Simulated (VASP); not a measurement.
The system is CoO.

```xyz
2
Lattice="2.6162 0.0000 0.0000 0.0000 2.6162 0.0000 0.0000 0.0000 2.6162" Properties=species:S:1:pos:R:3 pbc="T T T"
Co    0.0000    0.0000    0.0000
O     1.3081    1.3081    1.3081
```

Program: VASP 6.6.1. Alike in all runs: task single point; level PBE; potentials or basis VASP PAW PBE potentials, release 64 (Co, O); cell as given; k mesh 16 × 16 × 16; cutoff (eV) 520; smearing gaussian 0.1 eV.

Problem. Order these runs on this cell by their pressure, lowest first.
A. spin collinear, ferromagnetic start
B. spin off
C. spin collinear, ferromagnetic start; fixed moment (μB) 1.5

Solution. B (-14.2 GPa), C (-11.0 GPa), A (-0.6 GPa).

Caveats: the cell stands under tension (at least some runs); a cell with one magnetic atom can't hold antiferromagnetic order, which such compounds often take (at least some runs); an odd number of electrons without spin polarisation forces a metal (at least some runs); a magnetic or distorted state may lie lower (at least some runs); the total moment is fixed, so each spin has its own Fermi level and the state may be an excited one (at least some runs).
